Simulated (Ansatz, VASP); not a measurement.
Two plane-wave programs on Al

```
Al
1.0
    15.00000    0.00000    0.00000
     0.00000   15.50000    0.00000
     0.00000    0.00000   16.00000
Al
1
Direct
  0.50000 0.50000 0.50000
```

Alike in both runs: task single point; functional PBE; k mesh 1 × 1 × 1; occupations gaussian, width 0.005 eV; collinear spin.

|  | VASP | Ansatz |
| --- | --- | --- |
| version | VASP 6.6.1 | Ansatz 0.2.0 |
| potentials or method | VASP PAW PBE potentials, release 64 (Al), cutoff 520 eV | scalar-relativistic, plane waves, PAW |
| valence electrons in the cell | 3 | 3 |

```csv
,VASP,Ansatz,Ansatz less VASP
gap on the k mesh at the Fermi level (eV),4.27,0.33,-3.940
net moment per atom (μB),1.00,1.00,0.000
size of the moment on the site where the two differ most (μB),0.14,1.00,+0.863
```

Site moments also hang on the region over which each program counts them. Ansatz's warnings: lower state not reached, negative dielectric reading, stability check not made.
